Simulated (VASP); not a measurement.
ScAl, 2 atoms in the cell. It takes space group Pm-3m (No. 221, cubic). The conventional cell has a = 3.205 Å, b = 3.205 Å, c = 3.205 Å, α = 90.00°, β = 90.00°, γ = 90.00°. Sc (site symmetry m-3m) has 8 Al at 2.78 Å and 6 Sc at 3.20 Å within 3.7 Å. Within 3.7 Å of Al (site symmetry m-3m) lie 8 Sc at 2.78 Å and 6 Al at 3.20 Å. 

- Program: VASP 6.6.1
- Task: single point
- Functional: PBEsol
- Potentials or basis: VASP PAW PBE potentials, release 64 (Sc_sv, Al)
- Cutoff: 520 eV
- k mesh: 12 × 12 × 12
- Occupations: gaussian, width 0.1 eV
- Spin: no spin polarisation
- Dipole correction: no
- Further INCAR settings: ALGO = Fast; EDIFF = 1e-07; NBANDS = 14

Potentials or basis: VASP PAW PBE potentials, release 64 (Sc_sv, Al).

The run is started by

```console
$ cat potpaw_PBE.64/Sc_sv/POTCAR potpaw_PBE.64/Al/POTCAR > POTCAR
$ mpirun -np 1 vasp_std > vasp.out
```

Hardware: 1 thread of Intel(R) Xeon(R) Platinum 8488C (Sapphire Rapids) (shared host).

How long does it take, and how much memory?

It took 16 s on 1 thread of Intel(R) Xeon(R) Platinum 8488C (Sapphire Rapids) (shared host), peak memory 0.16 GiB. Counts: scf iterations 16, k points 84.
